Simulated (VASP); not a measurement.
# FeO (Wuestite) (P1) in VASP: a series of runs

Runs on FeO (Wuestite). Level: PBE+D3(BJ)+U. Tasks: single point.

Program: VASP 6.6.1. These are calculated values, not measurements. Logs are shortened: lines on timing, memory, paths and dates and some standing lists are left out, and cuts for length are marked.

**1. The cell of the first run**

The typed cell holds 2 atoms: a = 2.984 Å, b = 3.058 Å, c = 3.129 Å, α = 60.64°, β = 60.24°, γ = 62.29°.

**2. Single point, PBE+D3(BJ)+U, collinear spin, ferromagnetic start**

Input file INCAR:

```
SYSTEM = FeO
  ALGO = Normal
  EDIFF = 1E-6
  ENCUT = 520
  GGA = PE
  ISIF = 2
  ISMEAR = -1
  ISPIN = 2
  IVDW = 12
  LASPH = .True.
  LCHARG = .False.
  LDAU = .True.
  LDAUJ = 0.9 0
  LDAUL = 2 -1
  LDAUPRINT = 1
  LDAUTYPE = 1
  LDAUU = 6.9 0
  LMAXMIX = 4
  LORBIT = 11
  LREAL = .False.
  LWAVE = .False.
  MAGMOM = 3.5 0
  NBANDS = 18
  NELM = 150
  PREC = Accurate
  SIGMA = 0.05
```

Input file KPOINTS:

```
k-points
0
Gamma
  6 6 6
  0 0 0
```

Input file POSCAR:

```
FeO
1.0
   -0.0031100000      2.1552300000      2.0644500000
    2.2134800000     -0.0482100000      2.1095500000
    2.2189800000      2.2058300000     -0.0537100000
Fe O
1 1
Direct
    0.0023800000      0.9908100000      0.0022500000
    0.5041340995      0.4899690060      0.5029656029
```

Potentials or basis: VASP PAW PBE potentials, release 64 (Fe, O).

Run with:

```
$ cat potpaw_PBE.64/Fe/POTCAR potpaw_PBE.64/O/POTCAR > POTCAR
$ mpirun -np 1 vasp_std > vasp.out
```

OUTCAR:

```text
SYSTEM = FeO
   EDIFF = 1E-6
   ENCUT = 520
   GGA = PE
   ISIF = 2
   ISMEAR = -1
   ISPIN = 2
   IVDW = 12
   LASPH = .True.
   LORBIT = 11
   LREAL = .False.
   NELM = 150
   PREC = Accurate
 IVDW          = 12

 ion  position               nearest neighbor table
   1  0.002  0.991  0.002-   2 2.11   2 2.12   2 2.20   2 2.21   2 2.22   2 2.22
   2  0.504  0.490  0.503-   1 2.11   1 2.12   1 2.20   1 2.21   1 2.22   1 2.22

  LATTYP: Found a triclinic cell.
 ALAT       =     5.1841304853
 B/A-ratio  =     0.5756908278
 C/A-ratio  =     0.8556071289
 COS(alpha) =     0.0019956906
 COS(beta)  =     0.4305795197
 COS(gamma) =     0.8517213070

  Lattice vectors:

 A1 = (  -2.2252000000,   2.1046300000,   4.1826100000)
 A2 = (  -0.0031100000,   2.1552300000,   2.0644500000)
 A3 = (  -4.4355700000,  -0.0023900000,   0.0086100000)

Analysis of symmetry for initial positions (statically):
=====================================================================
 Subroutine PRICEL returns:
 Original cell was already a primitive cell.

 Routine SETGRP: Setting up the symmetry group for a
 triclinic supercell.

 Subroutine GETGRP returns: Found  1 space group operations
 (whereof  1 operations were pure point group operations)
 out of a pool of  2 trial point group operations.

The static configuration has the point symmetry C_1 .

Analysis of symmetry for dynamics (positions and initial velocities):
=====================================================================
 Subroutine PRICEL returns:
 Original cell was already a primitive cell.

 Routine SETGRP: Setting up the symmetry group for a
 triclinic supercell.

 Subroutine GETGRP returns: Found  1 space group operations
 (whereof  1 operations were pure point group operations)
 out of a pool of  2 trial point group operations.

The dynamic configuration has the point symmetry C_1 .

Analysis of structural, dynamic, and magnetic symmetry:
=====================================================================
 Subroutine PRICEL returns:
 Original cell was already a primitive cell.

 Routine SETGRP: Setting up the symmetry group for a
 triclinic supercell.

 Subroutine GETGRP returns: Found  1 space group operations
 (whereof  1 operations were pure point group operations)
 out of a pool of  2 trial point group operations.

The overall configuration has the point symmetry C_1 .

 Subroutine INISYM returns: Found  1 space group operations
 (whereof  1 operations are pure point group operations),
 and found     1 'primitive' translations

----------------------------------------------------------------------------------------

                                     Primitive cell

  volume of cell :      20.6601

  direct lattice vectors                    reciprocal lattice vectors
    -0.003110000  2.155230000  2.064450000    -0.225106559  0.232328987  0.241506220
     2.213480000 -0.048210000  2.109550000     0.226019615 -0.221722588  0.231812877
     2.218980000  2.205830000 -0.053710000     0.224882613  0.221498642 -0.230899820

  length of vectors
     2.984456371  3.058107113  3.129287937     0.403701592  0.392406655  0.391086391

  position of ions in fractional coordinates (direct lattice)
     0.002380000  0.990810000  0.002250000
     0.504134099  0.489969006  0.502965603

  ion indices of the primitive-cell ions
   primitive index   ion index
                 1           1
                 2           2

----------------------------------------------------------------------------------------

 KPOINTS: k-points

Automatic generation of k-mesh.
 Grid dimensions read from file:
 generate k-points for:    6    6    6

 Generating k-lattice:

  Cartesian coordinates                     Fractional coordinates (reciprocal lattice)
    -0.037517760  0.038721498  0.040251037     0.166666667  0.000000000  0.000000000
     0.037669936 -0.036953765  0.038635480    -0.000000000  0.166666667 -0.000000000
     0.037480435  0.036916440 -0.038483303     0.000000000  0.000000000  0.166666667

  Length of vectors
     0.067283599  0.065401109  0.065181065

  Shift w.r.t. Gamma in fractional coordinates (k-lattice)
     0.000000000  0.000000000  0.000000000

 Subroutine IBZKPT returns following result:
 ===========================================

 Found    112 irreducible k-points:

 Following reciprocal coordinates:
            Coordinates               Weight
  0.000000  0.000000  0.000000      1.000000
  0.166667 -0.000000 -0.000000      2.000000
  0.333333  0.000000 -0.000000      2.000000
  0.500000 -0.000000 -0.000000      1.000000
 -0.000000  0.166667  0.000000      2.000000
  0.166667  0.166667 -0.000000      2.000000
[... 16 lines left out ...]
  0.333333  0.000000  0.166667      2.000000
  0.500000 -0.000000  0.166667      2.000000
 [... further k-points ...]
   k-points           NKPTS =    112   k-points in BZ     NKDIM =    112   number of bands    NBANDS=     18
   number of dos      NEDOS =    301   number of ions     NIONS =      2
   total plane-waves  NPLWV =  13824
   dimension x,y,z NGX =    24 NGY =   24 NGZ =   24
   dimension x,y,z NGXF=    48 NGYF=   48 NGZF=   48
   ions per type =               1   1
   NGX,Y,Z   is equivalent  to a cutoff of  13.37, 13.05, 12.75 a.u.
   NGXF,Y,Z  is equivalent  to a cutoff of  26.74, 26.09, 25.50 a.u.
 SYSTEM =  FeO
   PREC   = accura    normal or accurate (medium, high low for compatibility)
   ISTART =      0    job   : 0-new  1-cont  2-samecut
   ICHARG =      2    charge: 1-file 2-atom 10-const
   ISPIN  =      2    spin polarized calculation?
   LNONCOLLINEAR =      F non collinear calculations
   LSORBIT =      F    spin-orbit coupling
   LASPH  =      T    aspherical Exc in radial PAW
   ENCUT  =  520.0 eV  38.22 Ry    6.18 a.u.   5.55  5.69  5.82*2*pi/ulx,y,z
   NELM   =    150;   NELMIN=  2; NELMDL= -5     # of ELM steps
   EDIFF  = 0.1E-05   stopping-criterion for ELM
   LREAL  =      F    real-space projection
   EDIFFG = 0.1E-04   stopping-criterion for IOM
   NSW    =      0    number of steps for IOM
   IBRION =     -1    ionic relax: 0-MD 1-quasi-New 2-CG
   NFREE  =      0    steps in history (QN), initial steepest desc. (CG)
   ISIF   =      2    stress and relaxation
   ISYM   =      2    0-nonsym 1-usesym 2-fastsym
   POTIM  = 0.5000    time-step for ionic-motion
   TEBEG  =    0.0;   TEEND  =   0.0 temperature during run
   PSTRESS=    0.0 pullay stress
   NELECT =      14.0000    total number of electrons
   NUPDOWN=      -1.0000    fix difference up-down
   EMIN   =  10.00;   EMAX   =-10.00  energy-range for DOS
   EFERMI =   0.00;   METHOD = LEGACY
   ISMEAR =    -1;   SIGMA  =   0.05  broadening in eV -4-tet -1-fermi 0-gaus
   EFERMI_NEDOS =   21; number of points for ismear=-14 and -15
   IALGO  =     38    algorithm
   IMIX   =      4    mixing-type and parameters
     AMIX     =   0.40;   BMIX     =  1.00
     AMIX_MAG =   1.60;   BMIX_MAG =  1.00
  volume/ion in A,a.u.               =      10.33        69.71
  Fermi-wavevector in a.u.,A,eV,Ry     =   1.437938  2.717309 28.132302  2.067666
  Thomas-Fermi vector in A             =   2.556960
   LORBIT       =     11    0 simple, 1 ext, 2 COOP (PROOUT), +10 PAW based schemes
 LDA+U is selected, type is set to LDAUTYPE =  1
   angular momentum for each species LDAUL =     2   -1
   U (eV)           for each species LDAUU =   6.9  0.0
   J (eV)           for each species LDAUJ =   0.9  0.0
   GGA     = PE    functional components
   LHFCALC =     F    Hartree Fock is set to
   AEXX    =    0.0000 exact exchange contribution
   IVDW    =    12    specifies the selected vdW correction
   LEPSILON=     F    determine dielectric tensor
   LRPA    =     F    only Hartree local field effects (RPA)
 spin polarized calculation
  energy-cutoff  :      520.00
  volume of cell :       20.66
 maximum number of plane-waves:       567
 NGX is ok and might be reduce to    24
   NGX = 11   NGY = 11   NGZ = 11

atom =   1  type =  1  l = 2

 onsite density matrix

spin component  1

  0.9738 -0.0001 -0.0000 -0.0023 -0.0000
 -0.0001  0.9737  0.0002  0.0000 -0.0002
 -0.0000  0.0002  1.0320 -0.0001  0.0002
 -0.0023  0.0000 -0.0001  0.9766 -0.0001
 -0.0000 -0.0002  0.0002 -0.0001  1.0198

spin component  2

  0.2488  0.0021 -0.0016  0.2031  0.0018
  0.0021  0.4560 -0.0776 -0.0036  0.1370
 -0.0016 -0.0776  0.1047 -0.0006 -0.0269
  0.2031 -0.0036 -0.0006  0.2258 -0.0001
  0.0018  0.1370 -0.0269 -0.0001  0.1198

 occupancies and eigenvectors

  o =  0.0339  v =  0.0000  0.0000  0.0000  0.0000  0.0000 -0.6868  0.0097  0.0007  0.7268  0.0005      0.0000  0.0000  0.0000  0.0000  0.0000  0.0000  0.0000  0.0000  0.0000  0.0000
  o =  0.0710  v =  0.0000  0.0000  0.0000  0.0000  0.0000 -0.0050 -0.3418 -0.0376 -0.0008  0.9390      0.0000  0.0000  0.0000  0.0000  0.0000  0.0000  0.0000  0.0000  0.0000  0.0000
  o =  0.0885  v =  0.0000  0.0000  0.0000  0.0000  0.0000  0.0049  0.1694  0.9803  0.0014  0.1010      0.0000  0.0000  0.0000  0.0000  0.0000  0.0000  0.0000  0.0000  0.0000  0.0000
  o =  0.4408  v =  0.0000  0.0000  0.0000  0.0000  0.0000 -0.7268  0.0000  0.0050 -0.6868 -0.0042      0.0000  0.0000  0.0000  0.0000  0.0000  0.0000  0.0000  0.0000  0.0000  0.0000
  o =  0.5211  v =  0.0000  0.0000  0.0000  0.0000  0.0000  0.0045  0.9243 -0.1936 -0.0081  0.3287      0.0000  0.0000  0.0000  0.0000  0.0000  0.0000  0.0000  0.0000  0.0000  0.0000
  o =  0.9725  v =  0.8742  0.0215  0.0010  0.4851  0.0016  0.0000  0.0000  0.0000  0.0000  0.0000      0.0000  0.0000  0.0000  0.0000  0.0000  0.0000  0.0000  0.0000  0.0000  0.0000
  o =  0.9737  v =  0.0111 -0.9996  0.0027  0.0242 -0.0048  0.0000  0.0000  0.0000  0.0000  0.0000      0.0000  0.0000  0.0000  0.0000  0.0000  0.0000  0.0000  0.0000  0.0000  0.0000
  o =  0.9779  v =  0.4854 -0.0157 -0.0008 -0.8741 -0.0022  0.0000  0.0000  0.0000  0.0000  0.0000      0.0000  0.0000  0.0000  0.0000  0.0000  0.0000  0.0000  0.0000  0.0000  0.0000
  o =  1.0198  v = -0.0003 -0.0049 -0.0126 -0.0025  0.9999  0.0000  0.0000  0.0000  0.0000  0.0000      0.0000  0.0000  0.0000  0.0000  0.0000  0.0000  0.0000  0.0000  0.0000  0.0000
  o =  1.0320  v =  0.0005 -0.0026 -0.9999  0.0012 -0.0126  0.0000  0.0000  0.0000  0.0000  0.0000      0.0000  0.0000  0.0000  0.0000  0.0000  0.0000  0.0000  0.0000  0.0000  0.0000

 number of electron      14.0000000 magnetization       4.0011044

 Free energy of the ion-electron system (eV)
  ---------------------------------------------------
  ext. energy  EPLUGINS =         0.00000000
  ---------------------------------------------------
  free energy    TOTEN  =       -12.34095283 eV

  energy without entropy =      -12.32722683  energy(sigma->0) =      -12.33408983

 E-fermi :   5.7918     XC(G=0): -11.9332

 val. band max:        5.7912549233   @ k =   0.3333  -0.3333   0.3333
 cond. band min:       5.7952934043   @ k =   0.3333   0.0000  -0.0000
 fundamental gap:      0.0040384810
 Fermi energy:         5.7918054759

 spin component 1

 k-point     1 :       0.0000    0.0000    0.0000
  band No.  band energies     occupation
      1     -14.3371      1.00000
      2      -1.4021      1.00000
      3      -1.3761      1.00000
      4      -1.0317      1.00000
      5      -0.4525      1.00000
      6      -0.2675      1.00000
[... 10 lines left out ...]
     17      25.4100      0.00000
     18      26.3810      0.00000
[... 466 lines left out ...]
      2      -2.6092      1.00000
      3      -2.4938      1.00000
      4      -2.2354      1.00000
      5      -0.8207      1.00000
      6       0.0481      1.00000
[... 10 lines left out ...]
     17      30.1931      0.00000
     18      31.5637      0.00000

 [... further k-points ...]

 spin component 2

 k-point     1 :       0.0000    0.0000    0.0000
  band No.  band energies     occupation
      1     -14.0109      1.00000
      2       2.6077      1.00000
      3       2.8292      1.00000
      4       2.9732      1.00000
      5       4.6624      1.00000
      6       5.1943      0.99999
[... 10 lines left out ...]
     17      28.8534      0.00000
     18      31.1094      0.00000
[... 466 lines left out ...]
      2      -1.2944      1.00000
      3       0.9603      1.00000
      4       1.3505      1.00000
      5       5.9120      0.08288
      6       6.4211      0.00000
[... 10 lines left out ...]
     17      31.3561      0.00000
     18      34.2423      0.00000

 [... further k-points ...]

------------------------ aborting loop because EDIFF is reached ----------------------------------------

 Edisp (eV)   -0.38559

 E8    (eV) :    -0.1480

  FORCE on cell =-STRESS in cart. coord.  units (eV):
  Direction    XX          YY          ZZ          XY          YZ          ZX
  --------------------------------------------------------------------------------------
  -------------------------------------------------------------------------------------
  Total      -0.95594    -0.90727     0.00062    -0.01374     0.21610     0.04253
  in kB     -74.13272   -70.35792     0.04844    -1.06524    16.75853     3.29842
  external pressure =      -48.15 kB  Pullay stress =        0.00 kB

 VOLUME and BASIS-vectors are now :
 -----------------------------------------------------------------------------
  energy-cutoff  :      520.00
  volume of cell :       20.66
      direct lattice vectors                 reciprocal lattice vectors
    -0.003110000  2.155230000  2.064450000    -0.225106559  0.232328987  0.241506220
     2.213480000 -0.048210000  2.109550000     0.226019615 -0.221722588  0.231812877
     2.218980000  2.205830000 -0.053710000     0.224882613  0.221498642 -0.230899820

 POSITION                                       TOTAL-FORCE (eV/Angst)
 -----------------------------------------------------------------------------------
      2.19812     -0.03767      2.09496        -0.000667      0.020162      0.010072
      2.19904      2.17236      2.04736         0.000667     -0.020162     -0.010072
 -----------------------------------------------------------------------------------
    total drift:                               -0.000219      0.000097      0.000008

  FREE ENERGIE OF THE ION-ELECTRON SYSTEM (eV)
  ---------------------------------------------------
  free  energy   TOTEN  =       -12.7265402647 eV

  energy  without entropy=      -12.7128142582  energy(sigma->0) =      -12.71967726

 total charge

# of ion       s       p       d       tot
------------------------------------------
    1        0.287   0.349   6.108   6.743
    2        1.552   3.453   0.000   5.005
--------------------------------------------------
tot          1.839   3.802   6.108  11.749

 magnetization (x)

# of ion       s       p       d       tot
------------------------------------------
    1        0.027   0.020   3.813   3.861
    2        0.016   0.143   0.000   0.159
--------------------------------------------------
tot          0.044   0.164   3.813   4.020
```

Run time: 3.1 min. Hardware: 1 thread of Intel Xeon 6975P-C (Granite Rapids), shared host; peak memory 0.21 GiB.

What came out:

```
Free energy                                           : -12.7265 eV
Pressure                                              : -4.8 GPa
Largest force                                         : 0.023 eV/Å
Band gap on the k mesh                                : zero (filled and empty bands overlap)
Net moment                                            : 4.00 μB per cell
Site moments                                          : Fe +3.86; O +0.16 μB
Valence electrons inside the program's atomic spheres : Fe 6.74; O 5.00
Dispersion energy per atom                            : -0.193 eV
```

Forces on the atoms (eV/Å):
```
Fe  -0.001  0.020  0.010
O    0.001 -0.020 -0.010
```

Levels at points of the mesh, in eV from the Fermi level:
Spin up:
| k point | band 6 | band 7 | band 8 | band 9 | band 10 | band 11 | band 12 | band 13 |
| --- | --- | --- | --- | --- | --- | --- | --- | --- |
| (0.00, 0.00, 0.00) | -6.06 | -3.46 | -3.28 | -3.15 | 0.10 | 13.98 | 15.12 | 15.48 |
| (0.50, 0.00, 0.00) | -5.72 | -4.26 | -1.70 | -1.44 | 4.01 | 8.50 | 11.66 | 12.55 |
| (0.00, 0.50, 0.00) | -5.72 | -4.69 | -1.80 | -1.46 | 4.21 | 8.06 | 12.09 | 13.44 |
| (0.50, 0.50, 0.00) | -5.83 | -5.15 | -4.58 | -4.56 | 5.09 | 8.69 | 9.16 | 14.04 |
| (0.00, 0.00, 0.50) | -5.73 | -4.72 | -1.80 | -1.46 | 4.24 | 8.01 | 12.16 | 13.51 |
| (0.50, 0.00, 0.50) | -5.83 | -5.13 | -4.54 | -4.30 | 5.06 | 8.64 | 9.13 | 14.17 |
| (0.00, 0.50, 0.50) | -5.97 | -5.46 | -4.66 | -4.12 | 5.04 | 8.55 | 9.63 | 14.10 |
| (0.50, 0.50, 0.50) | -5.71 | -4.26 | -1.71 | -1.44 | 4.00 | 8.53 | 11.65 | 12.47 |
Spin down:
| k point | band 2 | band 3 | band 4 | band 5 | band 6 | band 7 | band 8 | band 9 |
| --- | --- | --- | --- | --- | --- | --- | --- | --- |
| (0.00, 0.00, 0.00) | -3.18 | -2.96 | -2.82 | -1.13 | -0.60 | 0.86 | 2.18 | 2.49 |
| (0.50, 0.00, 0.00) | -7.56 | -4.64 | -4.37 | 0.39 | 0.76 | 3.43 | 4.44 | 4.49 |
| (0.00, 0.50, 0.00) | -7.51 | -4.28 | -4.05 | -0.07 | 0.36 | 3.45 | 4.48 | 4.70 |
| (0.50, 0.50, 0.00) | -6.43 | -4.24 | -4.22 | -1.41 | 0.11 | 2.90 | 3.45 | 3.74 |
| (0.00, 0.00, 0.50) | -7.52 | -4.24 | -4.05 | -0.07 | 0.34 | 3.42 | 4.47 | 4.74 |
| (0.50, 0.00, 0.50) | -6.54 | -4.24 | -3.95 | -1.28 | 0.12 | 2.71 | 3.33 | 3.80 |
| (0.00, 0.50, 0.50) | -6.58 | -4.33 | -3.77 | -2.08 | 0.58 | 3.02 | 3.58 | 3.91 |
| (0.50, 0.50, 0.50) | -7.55 | -4.65 | -4.37 | 0.40 | 0.76 | 3.45 | 4.44 | 4.48 |

Eigenvalues of the final occupation matrices:
| site | spin | trace | eigenvalues |
| --- | --- | --- | --- |
| site 1 d | 1 | 4.98 | 0.97 0.97 0.98 1.02 1.03 |
| site 1 d | 2 | 1.16 | 0.03 0.07 0.09 0.44 0.52 |

Caveat: the k points lie up to 0.42 Å⁻¹ apart; three body term missing; a cell with one magnetic atom can't hold antiferromagnetic order, which such compounds often take; pairwise dispersion overbinds metals, which lowers pressure and volume. The state reached can hang on the start; a lower one may exist.

[end of part 1 of 2]
